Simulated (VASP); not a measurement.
W, 1 atom in the cell. Symmetry: I4/mmm, No. 139, tetragonal system. Conventional cell: a = 2.952 Å, b = 2.952 Å, c = 3.840 Å, α = 90.00°, β = 90.00°, γ = 90.00°. Within 3.7 Å of W (site symmetry 4/mmm) lie 12 W at 2.84 to 2.95 Å.  This cell differs from its parent crystal: ratio of the length along z to the lengths across it x 0.92, volume and fractional coordinates fixed.

* Program: VASP 6.6.1
* Task: single point
* Functional: PBEsol
* Potentials or basis: VASP PAW PBE potentials, release 64 (W_sv)
* Cutoff: 520 eV
* k mesh: 22 × 22 × 22
* Occupations: gaussian, width 0.15 eV
* Spin: no spin polarisation
* Dipole correction: no
* Further INCAR settings: ALGO = Fast; EDIFF = 1e-06; NBANDS = 13

Potentials or basis: VASP PAW PBE potentials, release 64 (W_sv).

Launch:

```console
$ cat potpaw_PBE.64/W_sv/POTCAR > POTCAR
$ mpirun -np 1 vasp_std > vasp.out
```

Hardware: 1 thread of AMD EPYC 9R45 96-Core Processor (Zen 5), on a shared host.

Question: Estimate the wall time of this run.

Answer: Run time: 83 s on 1 thread of AMD EPYC 9R45 96-Core Processor (Zen 5), on a shared host, peak memory 0.25 GiB. Counts: scf iterations 12, k points 834.
